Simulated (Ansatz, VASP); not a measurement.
**One calculation of Hf, two programs**

```
Hf
1.0
    -1.71475    1.71475    1.85013
     1.71475   -1.71475    1.85013
     1.71475    1.71475   -1.85013
Hf
1
Direct
  0.00000 0.00000 0.00000
```

Change from the starting cell: strain -0.050 along x and y, +0.025 along z, atoms carried along.

Alike in both runs: task single point; functional r2SCAN; k mesh 18 × 18 × 18; occupations gaussian, width 0.15 eV; no spin polarisation.

|  | VASP | Ansatz |
| --- | --- | --- |
| version | VASP 6.6.1 | Ansatz 0.2.0 |
| potentials or method | VASP PAW PBE potentials, release 64 (Hf_pv), cutoff 520 eV | scalar-relativistic, plane waves, PAW |
| valence electrons in the cell | 10 | 26 |

Ansatz gave:

- gap on the k mesh at the Fermi level (eV): none
- pressure (GPa): 2.3
- traceless stress, the component that is largest in VASP (GPa): 2.45

Task: Estimate VASP's values.

Result: gap on the k mesh at the Fermi level (eV): none; pressure (GPa): 1.9; traceless stress, the component that is largest in VASP (GPa): 2.62.

VASP's potentials were made for PBE, not for r2SCAN. A gap of «none» marks a metal or a gap that the smearing closes. The functional is the same, so the differences come from potentials, cutoffs and numerics. VASP's potentials hold 10 valence electrons a cell and Ansatz's 26, so a difference there can come from the potentials and not from the codes.

Spin-orbit coupling is off throughout.
